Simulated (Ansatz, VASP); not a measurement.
**Two plane-wave programs on MgS**

```
Mg S
1.0
     4.00664    0.00000    0.00000
     2.00332    3.46985    0.00000
     2.00332    1.15662    3.27141
Mg S
1 1
Direct
  0.00000 0.00000 0.00000
  0.75000 0.75000 0.75000
```

Alike in both runs: task single point; functional PBEsol; k mesh 6 × 6 × 6; no spin polarisation.

```csv
,VASP,Ansatz
version,VASP 6.6.1,Ansatz 0.2.0
potentials or method,"VASP PAW PBE potentials, release 64 (Mg, S)","plane waves, PAW"
plane-wave cutoff (eV),520,420
occupations,"gaussian, width 0.01 eV",fixed
valence electrons in the cell,8,16
```

|  | VASP | Ansatz | Ansatz less VASP |
| --- | --- | --- | --- |
| gap on the k mesh at the Fermi level (eV) | 3.28 | 3.28 | -0.002 |

VASP's potentials were made for PBE, not for PBEsol. VASP's potentials hold 8 valence electrons a cell and Ansatz's 16, so a difference there can come from the potentials and not from the codes.
